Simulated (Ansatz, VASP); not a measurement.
Two plane-wave programs on Mg

```
Mg
1.0
     3.17683    0.00000    0.00000
    -1.58841    2.75121    0.00000
     0.00000    0.00000   10.31886
Mg
4
Cartesian
  1.5884 0.9171 7.7391
  0.0000 0.0000 5.1594
  0.0000 1.8341 2.5797
  0.0000 0.0000 0.0000
```

Alike in both runs: task single point; functional r2SCANh; k mesh 5 × 5 × 2; occupations fermi-dirac, width 0.05 eV; no spin polarisation.

|  | VASP | Ansatz |
| --- | --- | --- |
| version | VASP 6.6.1 | Ansatz 0.2.0 |
| potentials or method | VASP PAW PBE potentials, release 64 (Mg) | Ansatz PAW |
| plane-wave cutoff (eV) | 520 | 500 |
| valence electrons in the cell | 8 | 40 |

Ansatz gave:

```
gap on the k mesh at the Fermi level (eV)                     : none
pressure (GPa)                                                : 0.1
traceless stress, the component that is largest in VASP (GPa) : 0.90
```

Task: Estimate VASP's values.

Result: gap on the k mesh at the Fermi level (eV): none; pressure (GPa): -0.2; traceless stress, the component that is largest in VASP (GPa): 0.87.

VASP's potentials were made for PBE, not for r2SCANh. A gap of «none» marks a metal or a gap that the smearing closes. The functional is the same, so the differences come from potentials, cutoffs and numerics. VASP's potentials hold 8 valence electrons a cell and Ansatz's 40, so a difference there can come from the potentials and not from the codes.

The k mesh is coarse, so the values compare programs but aren't converged.
